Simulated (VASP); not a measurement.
Here is a VASP 6.6.1 calculation.

POSCAR

```
ZnS
1.0
    0.0000000000      2.7020000000      2.7020000000
    2.7020000000      0.0000000000      2.7020000000
    2.7020000000      2.7020000000      0.0000000000
Zn S
1 1
Direct
    0.7500000000      0.7500000000      0.7500000000
    0.0000000000      0.0000000000      0.0000000000
```

The input INCAR.step1:

```
SYSTEM = ZnS
  PREC = Accurate
  ENCUT = 520
  EDIFF = 1E-5
  ISMEAR = -1
  SIGMA = 0.05
  LREAL = .FALSE.
  LASPH = .TRUE.
  NELM = 80
  ALGO = Normal
  ISIF = 2
  LWAVE = .TRUE.
  LCHARG = .FALSE.
  GGA = PE
  NBANDS = 16
```

File INCAR.step2:

```
SYSTEM = ZnS
  PREC = Accurate
  ENCUT = 520
  EDIFF = 1E-6
  ISMEAR = -1
  SIGMA = 0.05
  LREAL = .FALSE.
  LASPH = .TRUE.
  NELM = 80
  ALGO = Normal
  ISIF = 2
  LWAVE = .FALSE.
  LCHARG = .FALSE.
  GGA = PE
  LHFCALC = .TRUE.
  AEXX = 0.1
  HFSCREEN = 0.2
  PRECFOCK = Normal
  ISTART = 1
  NBANDS = 16
```

File KPOINTS:

```
regular mesh
0
G
  5 5 5
  0 0 0
```

Potentials or basis: VASP PAW PBE potentials, release 64 (Zn, S).

Command:

```console
$ cat potpaw_PBE.64/Zn/POTCAR potpaw_PBE.64/S/POTCAR > POTCAR
$ cp INCAR.step1 INCAR
$ mpirun -np 1 vasp_std > vasp.out
$ cp INCAR.step2 INCAR
$ mpirun -np 1 vasp_std > vasp.out
```

(1) What does it give for the band gap on the k mesh?

(2) What does it give for the pressure?

## Answers

(1) 2.60 eV.

(2) 1.4 GPa.

Caveat: the PAW data sets were made with another functional, which shifts forces and pressure a little.
